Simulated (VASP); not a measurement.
# Pd in VASP: further runs

The runs below take Pd through single point, with PBE.

Everything below comes from runs of VASP 6.6.1. Logs are shortened: lines on timing, memory, paths and dates and some standing lists are left out, and cuts for length are marked.

### Step 1. The cell of the first run

The structure is cubic, space group Fm-3m (No. 225). The conventional cell has a = 3.867 Å, b = 3.867 Å, c = 3.867 Å, α = 90.00°, β = 90.00°, γ = 90.00°. Within 3.6 Å of Pd (site symmetry m-3m) lie 12 Pd at 2.73 Å.

### Step 2. Single point, PBE

INCAR

```
ALGO = Normal
EDIFF = 1E-6
ENCUT = 520
GGA = PE
ISIF = 2
ISMEAR = -1
LASPH = True
LCHARG = False
LREAL = False
LWAVE = False
NBANDS = 11
NELM = 80
PREC = Accurate
SIGMA = 0.05
```

KPOINTS

```
k-points
0
Gamma
  12 12 12
```

POSCAR

```
Pd
1.0
    0.0000000000      1.9334358480      1.9334358480
    1.9334358480      0.0000000000      1.9334358480
    1.9334358480      1.9334358480      0.0000000000
Pd
1
Direct
    0.0000000000      0.0000000000      0.0000000000
```

Potentials or basis: VASP PAW PBE potentials, release 64 (Pd).

Command:

```sh
$ cat potpaw_PBE.64/Pd/POTCAR > POTCAR
$ mpirun -np 1 vasp_std > vasp.out
```

OUTCAR:

```text
EDIFF = 1E-6
   ENCUT = 520
   GGA = PE
   ISIF = 2
   ISMEAR = -1
   LASPH = True
   LREAL = False
   NELM = 80
   PREC = Accurate

 ion  position               nearest neighbor table
   1  0.000  0.000  0.000-

  LATTYP: Found a face centered cubic cell.
 ALAT       =     3.8668716960

  Lattice vectors:

 A1 = (   0.0000000000,   1.9334358480,   1.9334358480)
 A2 = (   1.9334358480,   0.0000000000,   1.9334358480)
 A3 = (   1.9334358480,   1.9334358480,   0.0000000000)

Analysis of symmetry for initial positions (statically):
[... 33 lines left out ...]
                                     Primitive cell

  volume of cell :      14.4550

  direct lattice vectors                    reciprocal lattice vectors
     0.000000000  1.933435848  1.933435848    -0.258606977  0.258606977  0.258606977
     1.933435848  0.000000000  1.933435848     0.258606977 -0.258606977  0.258606977
     1.933435848  1.933435848  0.000000000     0.258606977  0.258606977 -0.258606977

  length of vectors
     2.734291198  2.734291198  2.734291198     0.447920423  0.447920423  0.447920423

  position of ions in fractional coordinates (direct lattice)
     0.000000000  0.000000000  0.000000000

  ion indices of the primitive-cell ions
   primitive index   ion index
                 1           1

----------------------------------------------------------------------------------------

 KPOINTS: k-points

Automatic generation of k-mesh.
 Grid dimensions read from file:
 generate k-points for:   12   12   12

 Generating k-lattice:

  Cartesian coordinates                     Fractional coordinates (reciprocal lattice)
    -0.021550581  0.021550581  0.021550581     0.083333333  0.000000000  0.000000000
     0.021550581 -0.021550581  0.021550581     0.000000000  0.083333333  0.000000000
     0.021550581  0.021550581 -0.021550581     0.000000000  0.000000000  0.083333333

  Length of vectors
     0.037326702  0.037326702  0.037326702

  Shift w.r.t. Gamma in fractional coordinates (k-lattice)
     0.000000000  0.000000000  0.000000000

 Subroutine IBZKPT returns following result:
 ===========================================

 Found     72 irreducible k-points:

 Following reciprocal coordinates:
            Coordinates               Weight
  0.000000  0.000000  0.000000      1.000000
  0.083333  0.000000  0.000000      8.000000
  0.166667  0.000000  0.000000      8.000000
[... 36 lines left out ...]
   LSORBIT =      F    spin-orbit coupling
   LASPH  =      T    aspherical Exc in radial PAW
   ENCUT  =  520.0 eV  38.22 Ry    6.18 a.u.   5.08  5.08  5.08*2*pi/ulx,y,z
   NELM   =     80;   NELMIN=  2; NELMDL= -5     # of ELM steps
   EDIFF  = 0.1E-05   stopping-criterion for ELM
   LREAL  =      F    real-space projection
   EDIFFG = 0.1E-04   stopping-criterion for IOM
   NSW    =      0    number of steps for IOM
   IBRION =     -1    ionic relax: 0-MD 1-quasi-New 2-CG
   NFREE  =      0    steps in history (QN), initial steepest desc. (CG)
   ISIF   =      2    stress and relaxation
   ISYM   =      2    0-nonsym 1-usesym 2-fastsym
   POTIM  = 0.5000    time-step for ionic-motion
   TEBEG  =    0.0;   TEEND  =   0.0 temperature during run
   PSTRESS=    0.0 pullay stress
   NELECT =      10.0000    total number of electrons
   NUPDOWN=      -1.0000    fix difference up-down
   EMIN   =  10.00;   EMAX   =-10.00  energy-range for DOS
   EFERMI =   0.00;   METHOD = LEGACY
   ISMEAR =    -1;   SIGMA  =   0.05  broadening in eV -4-tet -1-fermi 0-gaus
   EFERMI_NEDOS =   21; number of points for ismear=-14 and -15
   IALGO  =     38    algorithm
   IMIX   =      4    mixing-type and parameters
     AMIX     =   0.40;   BMIX     =  1.00
     AMIX_MAG =   1.60;   BMIX_MAG =  1.00
  volume/ion in A,a.u.               =      14.46        97.55
  Fermi-wavevector in a.u.,A,eV,Ry     =   1.447888  2.736112 28.522990  2.096381
  Thomas-Fermi vector in A             =   2.565792
   LORBIT       =      0    0 simple, 1 ext, 2 COOP (PROOUT), +10 PAW based schemes
   GGA     = PE    functional components
   LHFCALC =     F    Hartree Fock is set to
   AEXX    =    0.0000 exact exchange contribution
   IVDW    =     0    specifies the selected vdW correction
   LEPSILON=     F    determine dielectric tensor
   LRPA    =     F    only Hartree local field effects (RPA)
 non-spin polarized calculation
  energy-cutoff  :      520.00
  volume of cell :       14.46
 maximum number of plane-waves:       399
   NGX = 11   NGY = 11   NGZ = 11

 number of electron      10.0000003 magnetization

 Free energy of the ion-electron system (eV)
  ---------------------------------------------------
  ext. energy  EPLUGINS =         0.00000000
  ---------------------------------------------------
  free energy    TOTEN  =        -5.20331144 eV

  energy without entropy =       -5.18415632  energy(sigma->0) =       -5.19373388

 E-fermi :  10.0937     XC(G=0): -13.3144

 val. band max:       10.0905710543   @ k =  -0.4167   0.4167   0.1667
 cond. band min:      10.0970502056   @ k =  -0.3333   0.4167   0.0833
 fundamental gap:      0.0064791513
 Fermi energy:        10.0937361281

 k-point     1 :       0.0000    0.0000    0.0000
  band No.  band energies     occupation
      1       2.8309      2.00000
      2       7.1830      2.00000
      3       7.1830      2.00000
      4       7.1830      2.00000
      5       8.8474      2.00000
      6       8.8474      2.00000
      7      27.3288      0.00000
      8      32.2239      0.00000
      9      32.2239      0.00000
     10      32.2239      0.00000
     11      36.2381      0.00000
[... 309 lines left out ...]
 k-point    24 :      -0.4167    0.1667    0.0000
  band No.  band energies     occupation
      1       5.2896      2.00000
      2       6.6895      2.00000
      3       7.6864      2.00000
      4       8.1195      2.00000
      5       9.8548      1.98334
      6      13.7839      0.00000
      7      17.8673      0.00000
      8      26.1070      0.00000
      9      29.1428      0.00000
     10      30.2512      0.00000
     11      36.3021      0.00000

 [... further k-points ...]
[... 5 lines left out ...]
  --------------------------------------------------------------------------------------
  -------------------------------------------------------------------------------------
  Total        0.9860498      0.9860498      0.9860498      0.0000000     -0.0000000      0.0000000
  in kB      109.2924436    109.2924436    109.2924436      0.0000000     -0.0000000      0.0000000
  external PRESSURE =     109.2924436 kB  Pullay stress =       0.0000000 kB

 VOLUME and BASIS-vectors are now :
 -----------------------------------------------------------------------------
  energy-cutoff  :      520.00
  volume of cell :       14.46
      direct lattice vectors                 reciprocal lattice vectors
     0.000000000  1.933435848  1.933435848    -0.258606977  0.258606977  0.258606977
     1.933435848  0.000000000  1.933435848     0.258606977 -0.258606977  0.258606977
     1.933435848  1.933435848  0.000000000     0.258606977  0.258606977 -0.258606977

 POSITION                                       TOTAL-FORCE (eV/Angst)
 -----------------------------------------------------------------------------------
      0.00000      0.00000      0.00000        -0.000000     -0.000000     -0.000000
 -----------------------------------------------------------------------------------
    total drift:                               -0.000000     -0.000000     -0.000000

  FREE ENERGIE OF THE ION-ELECTRON SYSTEM (eV)
  ---------------------------------------------------
  free  energy   TOTEN  =        -5.2033114413 eV

  energy  without entropy=       -5.1841563162  energy(sigma->0) =       -5.19373388
```

stdout:

```text
POSCAR found type information on POSCAR Pd
 POSCAR found :  1 types and       1 ions
 scaLAPACK will be used
 LDA part: xc-table for (Slater+PW92), standard interpolation
 POSCAR, INCAR and KPOINTS ok, starting setup
 FFT: planning ... GRIDC
 FFT: planning ... GRID_SOFT
 FFT: planning ... GRID
 WAVECAR not read
 entering main loop
```

It took 11 s on 1 thread of AMD EPYC 7R43 (Zen 3), shared host; peak memory 0.1 GiB.

Results:

| Item | Value |
| --- | --- |
| Free energy | -5.2033 eV |
| Pressure | 10.9 GPa |
| Band gap on the k mesh | zero (band 5 reaches 10.42 eV, above the bottom of band 6 at 8.78 eV) |

Levels at points of the mesh, in eV from the Fermi level:
```csv
k point,band 1,band 2,band 3,band 4,band 5,band 6,band 7,band 8,band 9,band 10
"(0.00, 0.00, 0.00)",-7.26,-2.91,-2.91,-2.91,-1.25,-1.25,17.24,22.13,22.13,22.13
"(0.50, 0.00, 0.00)",-5.43,-2.96,-2.96,0.00,0.00,1.01,7.51,16.60,21.34,21.34
"(0.50, 0.50, 0.00)",-5.54,-5.25,-0.03,0.32,0.32,3.38,11.01,13.36,13.36,21.91
```

### Step 3. Single point, PBE

This run uses another cell than the first one, of 15.05 Å³/atom, 1.041 times its volume.

INCAR

```
SYSTEM = Pd
PREC = Accurate ; ENCUT = 520
EDIFF = 1E-7 ; ISMEAR = -1
SIGMA = 0.05 ; LREAL = .FALSE.
LASPH = .TRUE. ; NELM = 100
ALGO = Fast ; ISIF = 2
LWAVE = .FALSE. ; LCHARG = .TRUE.
GGA = PE ; LELF = .TRUE.
LVHAR = .TRUE. ; NBANDS = 11
```

KPOINTS

```
Automatic mesh
0
G
  12 12 12
  0 0 0
```

POSCAR

```
Pd
1.0
    0.0000000000      1.9593911042      1.9593911042
    1.9593911042      0.0000000000      1.9593911042
    1.9593911042      1.9593911042      0.0000000000
Pd
1
Direct
    0.0000000000      0.0000000000      0.0000000000
```

Potentials or basis: VASP PAW PBE potentials, release 64 (Pd).

Command:

```sh
$ cat potpaw_PBE.64/Pd/POTCAR > POTCAR
$ mpirun -np 1 vasp_std > vasp.out
```

Wall time 32 s (1 thread of AMD EPYC 7R43 (Zen 3), shared host); peak memory 0.11 GiB.

The run converged. Its results:

- Free energy: -5.2283 eV
- Pressure: 2.7 GPa
- Band gap on the k mesh: zero (band 5 reaches 9.72 eV, above the bottom of band 6 at 8.19 eV)

Levels at points of the mesh, in eV from the Fermi level:
```
           k point  band 2  band 3  band 4  band 5  band 6  band 7  band 8  band 9
(0.00, 0.00, 0.00)   -2.73   -2.73   -2.73   -1.17   -1.17   17.21   21.88   21.88
(0.50, 0.00, 0.00)   -2.77   -2.77   -0.01   -0.01    1.09    7.19   16.57   20.94
(0.50, 0.50, 0.00)   -4.92   -0.04    0.30    0.30    3.38   10.59   13.13   13.13
```

### Step 4. Single point, PBE

This run uses another cell than the first one, of 15.34 Å³/atom, 1.061 times its volume.

INCAR

```
SYSTEM = Pd
PREC = Accurate
ENCUT = 520
EDIFF = 1E-7
ISMEAR = -1
SIGMA = 0.05
LREAL = .FALSE.
LASPH = .TRUE.
NELM = 60
ALGO = Normal
ISIF = 2
LWAVE = .FALSE.
LCHARG = .FALSE.
GGA = PE
NBANDS = 11
```

KPOINTS

```
regular mesh
0
G
  12 12 12
  0 0 0
```

POSCAR

```
Pd
1.0
    0.0000000000      1.9721147795      1.9721147795
    1.9721147795      0.0000000000      1.9721147795
    1.9721147795      1.9721147795      0.0000000000
Pd
1
Direct
    0.0000000000      0.0000000000      0.0000000000
```

Command:

```sh
$ cat potpaw_PBE.64/Pd/POTCAR > POTCAR
$ mpirun -np 1 vasp_std > vasp.out
```

Run time: 22 s. Hardware: 1 thread of AMD EPYC 7R43 (Zen 3), shared host; peak memory 0.11 GiB.

The run converged. Its results:

```
Free energy            : -5.2304 eV
Pressure               : -0.6 GPa
Band gap on the k mesh : zero (band 5 reaches 9.39 eV, above the bottom of band 6 at 7.91 eV)
```

Levels at points of the mesh, in eV from the Fermi level:
| k point | band 2 | band 3 | band 4 | band 5 | band 6 | band 7 | band 8 | band 9 |
| --- | --- | --- | --- | --- | --- | --- | --- | --- |
| (0.00, 0.00, 0.00) | -2.64 | -2.64 | -2.64 | -1.13 | -1.13 | 17.20 | 21.75 | 21.75 |
| (0.50, 0.00, 0.00) | -2.69 | -2.69 | -0.01 | -0.01 | 1.13 | 7.04 | 16.55 | 20.75 |
| (0.50, 0.50, 0.00) | -4.77 | -0.04 | 0.28 | 0.28 | 3.38 | 10.40 | 13.03 | 13.03 |

### Step 5. Single point, PBE

This run uses another cell than the first one, of 15.64 Å³/atom, 1.082 times its volume.

INCAR

```
SYSTEM = Pd
PREC = Accurate ; ENCUT = 520
EDIFF = 1E-7 ; ISMEAR = -1
SIGMA = 0.05 ; LREAL = .FALSE.
LASPH = .TRUE. ; NELM = 60
ALGO = Fast ; ISIF = 2
LWAVE = .FALSE. ; LCHARG = .FALSE.
GGA = PE ; NBANDS = 11
```

KPOINTS is that of step 4.

POSCAR

```
Pd
1.0
    0.0000000000      1.9846763588      1.9846763588
    1.9846763588      0.0000000000      1.9846763588
    1.9846763588      1.9846763588      0.0000000000
Pd
1
Direct
    0.0000000000      0.0000000000      0.0000000000
```

Command:

```sh
$ cat potpaw_PBE.64/Pd/POTCAR > POTCAR
$ mpirun -np 1 vasp_std > vasp.out
```

It took 22 s on 1 thread of AMD EPYC 7R43 (Zen 3), shared host; peak memory 0.11 GiB.

Results (log left out):

```
Free energy            : -5.2267 eV
Pressure               : -3.6 GPa
Band gap on the k mesh : zero (band 5 reaches 9.07 eV, above the bottom of band 6 at 7.64 eV)
```

Levels at points of the mesh, in eV from the Fermi level:
```csv
k point,band 3,band 4,band 5,band 6,band 7,band 8
"(0.00, 0.00, 0.00)",-2.56,-2.56,-1.10,-1.10,17.18,21.63
"(0.50, 0.00, 0.00)",-2.60,-0.01,-0.01,1.17,6.90,16.52
"(0.50, 0.50, 0.00)",-0.04,0.27,0.27,3.39,10.21,12.92
```

### Step 6. Single point, PBE (the cell strained at random)

INCAR

```
PREC = Accurate
ENCUT = 520
EDIFF = 1E-6
ISMEAR = -1
SIGMA = 0.05
LREAL = F
LASPH = T
NELM = 60
ALGO = Fast
ISIF = 2
LWAVE = F
LCHARG = F
GGA = PE
NBANDS = 11
```

KPOINTS

```
Automatic mesh
0
Gamma
  12 12 12
```

POSCAR

```
Pd
1.0
   -0.0111260000      1.9552170000      1.9418620000
    1.9710740000      0.0063410000      1.9243950000
    1.9644410000      1.9311180000      0.0129730000
Pd
1
Direct
    0.0238370000     -0.0169870000     -0.0029670000
```

Potentials or basis: VASP PAW PBE potentials, release 64 (Pd).

Command:

```sh
$ cat potpaw_PBE.64/Pd/POTCAR > POTCAR
$ mpirun -np 1 vasp_std > vasp.out
```

Wall time 1.9 min (1 thread of AMD EPYC 7R43 (Zen 3), shared host); peak memory 0.21 GiB.

Results (log left out):

```yaml
Free_energy: -5.2175 eV
Pressure: 6.7 GPa
Band_gap_on_the_k_mesh: zero (band 5 reaches 10.14 eV, above the bottom of band 6 at 8.52 eV)
```

Stress tensor (GPa, compression positive):
```
 5.88  0.63  0.17
 0.63  7.01 -1.38
 0.17 -1.38  7.32
```

Levels at points of the mesh, in eV from the Fermi level:
| k point | band 3 | band 4 | band 5 | band 6 | band 7 | band 8 |
| --- | --- | --- | --- | --- | --- | --- |
| (0.00, 0.00, 0.00) | -2.82 | -2.67 | -1.31 | -1.10 | 17.23 | 21.62 |
| (0.50, 0.00, 0.00) | -2.72 | -0.06 | 0.01 | 0.93 | 7.15 | 16.68 |
| (0.00, 0.50, 0.00) | -2.85 | -0.09 | 0.08 | 1.09 | 7.42 | 16.55 |
| (0.50, 0.50, 0.00) | -0.04 | 0.25 | 0.37 | 3.59 | 11.08 | 12.88 |
| (0.00, 0.00, 0.50) | -2.79 | -0.06 | 0.08 | 1.15 | 7.52 | 16.48 |
| (0.50, 0.00, 0.50) | -0.05 | 0.23 | 0.39 | 3.45 | 10.90 | 13.11 |
| (0.00, 0.50, 0.50) | -0.03 | 0.28 | 0.32 | 3.12 | 10.44 | 13.20 |
| (0.50, 0.50, 0.50) | -2.67 | -0.01 | -0.01 | 1.03 | 7.32 | 16.57 |

Caveat: the cell differs from its parent crystal (the cell strained at random).

### Step 7. Summary

```tsv
cell	gap on the mesh (eV)	pressure (GPa)
a = 2.734 Å, angles 60.0°, 1 atom	none	10.9
a = 2.771 Å, angles 60.0°, 1 atom	none	2.7
a = 2.789 Å, angles 60.0°, 1 atom	none	-0.6
a = 2.807 Å, angles 60.0°, 1 atom	none	-3.6
a = 2.756, b = 2.755, c = 2.755 Å, angles 59.0, 60.1, 60.6°, 1 atom	none	6.7
```

Alike in all rows: task single point; level PBE; potentials or basis VASP PAW PBE potentials, release 64 (Pd); no spin polarisation; k mesh 12 × 12 × 12; cutoff (eV) 520; smearing fermi-dirac 0.05 eV.

Absolute energies hang on the potentials; compare differences alone.
